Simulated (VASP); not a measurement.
Crystal: Hf.

```
CELL_PARAMETERS angstrom
5.02763 0.00000 0.00000
-2.51382 4.35406 0.00000
0.00000 0.00000 3.12685
ATOMIC_POSITIONS crystal
Hf 0.00000 0.00000 0.00000
Hf 0.33333 0.66667 0.50000
Hf 0.66667 0.33333 0.50000
```

Base run:

- Program: VASP 6.6.1
- Functional: LDA
- Potentials or basis: VASP PAW LDA potentials, release 64 (Hf_pv)
- Cutoff: 520 eV
- k mesh: 6 × 6 × 9
- Occupations: fermi-dirac, width 0.05 eV
- Spin: no spin polarisation

Its results: band gap on the k mesh zero (band 15 reaches 4.72 eV, above the bottom of band 16 at 3.91 eV); pressure -10.2 GPa.

Task: The run is repeated on the same cell with these changes: functional from LDA to r2SCAN; potentials or basis from VASP PAW LDA potentials, release 64 (Hf_pv) to VASP PAW PBE potentials, release 64 (Hf_pv). What comes out?

Result: Band gap on the k mesh zero (band 15 reaches 4.85 eV, above the bottom of band 16 at 3.99 eV); pressure -4.1 GPa.

Caveats: spin-orbit coupling is left out, which moves the levels of the heavy elements; the PAW data sets were made with another functional, which shifts forces and pressure a little (some runs).
